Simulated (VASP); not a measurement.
A run of VASP 6.6.1 is set up as follows.

INCAR

```
ALGO = Normal
EDIFF = 1E-6
ENCUT = 520
GGA = PE
ISIF = 2
ISMEAR = 0
ISPIN = 2
LASPH = T
LCHARG = F
LMAXMIX = 4
LORBIT = 11
LREAL = F
LWAVE = F
MAGMOM = 4 0
NBANDS = 20
NELM = 150
PREC = Accurate
SIGMA = 0.022
```

Contents of KPOINTS:

```
k-points
0
Gamma
  9 9 9
```

POSCAR

```
MnS
1.0
    0.0000000000      2.4734634191      2.4734634191
    2.4734634191      0.0000000000      2.4734634191
    2.4734634191      2.4734634191      0.0000000000
Mn S
1 1
Direct
    0.0000000000      0.0000000000      0.0000000000
    0.7500000000      0.7500000000      0.7500000000
```

Potentials or basis: VASP PAW PBE potentials, release 64 (Mn_pv, S).

Run with:

```sh
$ cat potpaw_PBE.64/Mn_pv/POTCAR potpaw_PBE.64/S/POTCAR > POTCAR
$ mpirun -np 1 vasp_std > vasp.out
```

(1) Estimate the site moments.

(2) Estimate the pressure.

## Answers

(1) Mn +0.22; S -0.00 μB.

(2) 3.0 GPa.
